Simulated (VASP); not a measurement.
# B3Ir (Cmc2_1) in VASP: single point with r2SCAN

Aim: the single point of B3Ir with r2SCAN.

All numbers are computed with VASP 6.6.1; they aren't measurements. Logs are shortened: lines on timing, memory, paths and dates and some standing lists are left out, and cuts for length are marked.

### Step 1. The cell of the first run

It takes space group Cmc2_1 (No. 36, orthorhombic). The conventional cell has a = 2.582 Å, b = 7.370 Å, c = 6.801 Å, α = 90.00°, β = 90.00°, γ = 90.00°. Within 2.7 Å of Ir (site symmetry m) lie 9 B at 2.04 to 2.23 Å and 2 Ir at 2.58 Å. Within 2.7 Å of B (site symmetry m) lie 9 B at 2.05 to 2.58 Å and 3 Ir at 2.09 to 2.14 Å. B (site symmetry m) has 3 Ir at 2.04 to 2.10 Å and 10 B at 2.30 to 2.58 Å within 2.7 Å. Within 2.7 Å of B (site symmetry m) lie 3 Ir at 2.05 to 2.23 Å and 9 B at 2.05 to 2.58 Å.

### Step 2. Single point, r2SCAN

Input file POSCAR:

```
B3Ir
1.0
    2.5822508400      0.0000000000      0.0000000000
    1.2911259200     -3.6851506100      0.0000000000
    0.0000000000      0.0000000000     -6.8006404300
Ir B
2 6
Direct
    0.2357000000      0.5286000000      0.6360000000
    0.7643000000      0.4714000000      0.1360000000
    0.6360000000      0.7280000000      0.4190000000
    0.3640000000      0.2720000000      0.9190000000
    0.9507000000      0.0986000000      0.6420000000
    0.0493000000      0.9014000000      0.1420000000
    0.6329000000      0.7342000000      0.8410000000
    0.3671000000      0.2658000000      0.3410000000
```

Input file INCAR.step1:

```
PREC = Accurate ; ENCUT = 520
ISMEAR = -5 ; SIGMA = 0.1
LREAL = False ; LASPH = True
NELM = 100 ; LMAXMIX = 4
GGA = PE ; ALGO = Normal
EDIFF = 1E-4 ; LWAVE = True
LCHARG = False
```

Input file INCAR.step2:

```
PREC = Accurate ; ENCUT = 520
EDIFF = 1E-6 ; ISMEAR = -1
SIGMA = 0.1 ; LREAL = False
LASPH = True ; NELM = 100
ALGO = Normal ; ISIF = 2
LWAVE = False ; LCHARG = False
LMAXMIX = 4 ; METAGGA = R2SCAN
LMIXTAU = True ; LORBIT = 11
ISTART = 1
```

Input file KPOINTS:

```
Automatic mesh
0
Gamma
  10 10 4
```

Potentials or basis: VASP PAW PBE potentials, release 64 (Ir, B).

Run with:

```bash
$ cat potpaw_PBE.64/Ir/POTCAR potpaw_PBE.64/B/POTCAR > POTCAR
$ cp INCAR.step1 INCAR
$ mpirun -np 1 vasp_std > vasp.out
$ cp INCAR.step2 INCAR
$ mpirun -np 1 vasp_std > vasp.out
```

OUTCAR:

```text
PREC = Accurate
   ENCUT = 520
   EDIFF = 1E-6
   ISMEAR = -1
   LREAL = False
   LASPH = True
   NELM = 100
   ISIF = 2
   METAGGA = R2SCAN
   LORBIT = 11
   ISTART = 1

 ion  position               nearest neighbor table
   1  0.236  0.529  0.636-   5 2.04   5 2.04   7 2.05   7 2.05   3 2.09   3 2.09   5 2.10   4 2.14
                             8 2.23
   2  0.764  0.471  0.136-   6 2.04   6 2.04   8 2.05   8 2.05   4 2.09   4 2.09   6 2.10   3 2.14
                             7 2.23
   3  0.636  0.728  0.419-   8 2.05   1 2.09   1 2.09   2 2.14
   4  0.364  0.272  0.919-   7 2.05   2 2.09   2 2.09   1 2.14
   5  0.951  0.099  0.642-   1 2.04   1 2.04   1 2.10
   6  0.049  0.901  0.142-   2 2.04   2 2.04   2 2.10
   7  0.633  0.734  0.841-   1 2.05   1 2.05   4 2.05   2 2.23
   8  0.367  0.266  0.341-   2 2.05   2 2.05   3 2.05   1 2.23

  LATTYP: Found a base centered orthorhombic cell.
 ALAT       =     2.5822508400
 B/A-ratio  =     2.8542158282
 C/A-ratio  =     2.6336095335

  Lattice vectors:

 A1 = (   1.2911249200,   3.6851506100,   0.0000000000)
 A2 = (   1.2911259200,  -3.6851506100,   0.0000000000)
 A3 = (   0.0000000000,   0.0000000000,  -6.8006404300)

Analysis of symmetry for initial positions (statically):
=====================================================================
 Subroutine PRICEL returns:
 Original cell was already a primitive cell.

 Routine SETGRP: Setting up the symmetry group for a
 base centered orthorhombic supercell.

 Subroutine GETGRP returns: Found  4 space group operations
 (whereof  2 operations were pure point group operations)
 out of a pool of  8 trial point group operations.

The static configuration has the point symmetry C_1h.
 The point group associated with its full space group is C_2v.

Analysis of symmetry for dynamics (positions and initial velocities):
=====================================================================
 Subroutine PRICEL returns:
 Original cell was already a primitive cell.

 Routine SETGRP: Setting up the symmetry group for a
 base centered orthorhombic supercell.

 Subroutine GETGRP returns: Found  4 space group operations
 (whereof  2 operations were pure point group operations)
 out of a pool of  8 trial point group operations.

The dynamic configuration has the point symmetry C_1h.
 The point group associated with its full space group is C_2v.

[... 125 lines left out ...]
   ISMEAR =    -1;   SIGMA  =   0.10  broadening in eV -4-tet -1-fermi 0-gaus
   EFERMI_NEDOS =   21; number of points for ismear=-14 and -15
   IALGO  =     38    algorithm
   IMIX   =      4    mixing-type and parameters
     AMIX     =   0.40;   BMIX     =  1.00
     AMIX_MAG =   1.60;   BMIX_MAG =  1.00
  volume/ion in A,a.u.               =       8.09        54.59
  Fermi-wavevector in a.u.,A,eV,Ry     =   1.346401  2.544329 24.664591  1.812796
  Thomas-Fermi vector in A             =   2.474236
   LORBIT       =     11    0 simple, 1 ext, 2 COOP (PROOUT), +10 PAW based schemes
   METAGGA = R2SCAN    functional components
   LHFCALC =     F    Hartree Fock is set to
   AEXX    =    0.0000 exact exchange contribution
   IVDW    =     0    specifies the selected vdW correction
   LEPSILON=     F    determine dielectric tensor
   LRPA    =     F    only Hartree local field effects (RPA)
 non-spin polarized calculation
  energy-cutoff  :      520.00
  volume of cell :       64.71
 maximum number of plane-waves:      1760
   NGX =  9   NGY = 15   NGZ = 25

 number of electron      36.0000001 magnetization

 Free energy of the ion-electron system (eV)
  ---------------------------------------------------
  ext. energy  EPLUGINS =         0.00000000
  ---------------------------------------------------
  free energy    TOTEN  =      -141.90726206 eV

  energy without entropy =     -141.84869725  energy(sigma->0) =     -141.87797965

 E-fermi :  10.4645     XC(G=0): -14.3475

 val. band max:       10.4625500321   @ k =  -0.2000   0.1000   0.2500
 cond. band min:      10.4663440181   @ k =  -0.4000   0.2000   0.2500
 fundamental gap:      0.0037939860
 Fermi energy:        10.4645071215

 k-point     1 :       0.0000    0.0000    0.0000
  band No.  band energies     occupation
      1      -6.4219      2.00000
      2      -3.7687      2.00000
      3      -2.5474      2.00000
      4      -0.6785      2.00000
      5       0.7836      2.00000
      6       0.9081      2.00000
[... 613 lines left out ...]
     22      13.0350      0.00000
     23      13.5514      0.00000

 [... further k-points ...]

------------------------ aborting loop because EDIFF is reached ----------------------------------------

  FORCE on cell =-STRESS in cart. coord.  units (eV):
  Direction    XX          YY          ZZ          XY          YZ          ZX
  --------------------------------------------------------------------------------------
  -------------------------------------------------------------------------------------
  Total       30.1125019     12.5566604     26.6288202     -0.0000017      0.0000000      0.0000000
  in kB      745.5108011    310.8717433    659.2634911     -0.0000422      0.0000000      0.0000000
  external PRESSURE =     571.8820118 kB  Pullay stress =       0.0000000 kB

 VOLUME and BASIS-vectors are now :
 -----------------------------------------------------------------------------
  energy-cutoff  :      520.00
  volume of cell :       64.71
      direct lattice vectors                 reciprocal lattice vectors
     2.582250840  0.000000000  0.000000000     0.387259047  0.135679717  0.000000000
     1.291125920 -3.685150610  0.000000000     0.000000000 -0.271359330  0.000000000
     0.000000000  0.000000000 -6.800640430     0.000000000  0.000000000 -0.147044975

 POSITION                                       TOTAL-FORCE (eV/Angst)
 -----------------------------------------------------------------------------------
      1.29113     -1.94797     -4.32521         0.000000     -1.065318      1.556088
      2.58225     -1.73718     -0.92489        -0.000000      1.065318      1.556088
      2.58225     -2.68279     -2.84947         0.000000     -2.957999      2.314037
      1.29113     -1.00236     -6.24979        -0.000000      2.957999      2.314037
      2.58225     -0.36336     -4.36601        -0.000000      2.460035     -0.485339
      1.29113     -3.32179     -0.96569         0.000000     -2.460035     -0.485339
      2.58225     -2.70564     -5.71934         0.000000     -3.143130     -3.384786
      1.29113     -0.97951     -2.31902        -0.000000      3.143130     -3.384786
 -----------------------------------------------------------------------------------
    total drift:                               -0.000000      0.000000      0.000020

  FREE ENERGIE OF THE ION-ELECTRON SYSTEM (eV)
  ---------------------------------------------------
  free  energy   TOTEN  =      -141.9072620625 eV

  energy  without entropy=     -141.8486972453  energy(sigma->0) =     -141.87797965

 total charge

# of ion       s       p       d       tot
------------------------------------------
    1        0.883   1.438   7.565   9.886
    2        0.883   1.438   7.565   9.886
    3        0.681   1.122   0.000   1.803
    4        0.681   1.122   0.000   1.803
    5        0.760   1.012   0.000   1.772
    6        0.760   1.012   0.000   1.772
    7        0.688   1.128   0.000   1.816
    8        0.688   1.128   0.000   1.816
--------------------------------------------------
tot          6.026   9.398  15.131  30.554
```

OUTCAR.step1:

```text
PREC = Accurate
   ENCUT = 520
   ISMEAR = -5
   LREAL = False
   LASPH = True
   NELM = 100
[... 875 lines left out ...]
      1.29113     -3.32179     -0.96569         0.000000     -2.510579     -0.491102
      2.58225     -2.70564     -5.71934         0.000000     -3.217671     -3.376824
      1.29113     -0.97951     -2.31902        -0.000000      3.217671     -3.376824
 -----------------------------------------------------------------------------------
    total drift:                               -0.000000      0.000000     -0.000427

  FREE ENERGIE OF THE ION-ELECTRON SYSTEM (eV)
  ---------------------------------------------------
  free  energy   TOTEN  =       -51.2608434232 eV

  energy  without entropy=      -51.2608434232  energy(sigma->0) =      -51.26084342
```

It took 4.9 min on 1 thread of AMD EPYC 9R45 (Zen 5), shared host; peak memory 0.23 GiB.

Results:

* Free energy: -141.9073 eV
* Pressure: 57.2 GPa
* Largest force: 4.619 eV/Å
* Band gap on the k mesh: zero (band 18 reaches 10.99 eV, above the bottom of band 19 at 10.05 eV)
* Valence electrons inside the program's atomic spheres: Ir 9.89; B 1.80, 1.77, 1.82

Forces in eV/Å, atoms in the order of the input:
```
Ir   0.000 -1.065  1.556
Ir   0.000  1.065  1.556
B    0.000 -2.958  2.314
B    0.000  2.958  2.314
B    0.000  2.460 -0.485
B    0.000 -2.460 -0.485
B    0.000 -3.143 -3.385
B    0.000  3.143 -3.385
```

Levels at points of the mesh, in eV from the Fermi level:
```tsv
k point	band 15	band 16	band 17	band 18	band 19	band 20	band 21	band 22
(0.00, 0.00, 0.00)	-4.63	-3.82	-3.68	-1.79	3.45	3.91	4.22	4.92
(0.50, 0.00, 0.00)	-3.65	-3.36	-2.16	0.53	0.74	1.34	1.83	2.15
(0.00, 0.50, 0.00)	-3.64	-2.41	-1.31	-1.20	0.81	3.02	4.09	5.61
(0.00, 0.00, 0.50)	-4.43	-4.43	-1.92	-1.92	3.55	3.55	5.27	5.28
(0.50, 0.00, 0.50)	-3.74	-3.74	-0.72	-0.72	0.73	0.73	2.14	2.14
(0.00, 0.50, 0.50)	-3.67	-3.67	-1.45	-1.45	2.40	2.40	4.27	4.27
```

Caveat: the PAW data sets were made with another functional, which shifts forces and pressure a little; spin-orbit coupling is left out, which moves the levels of the heavy elements.
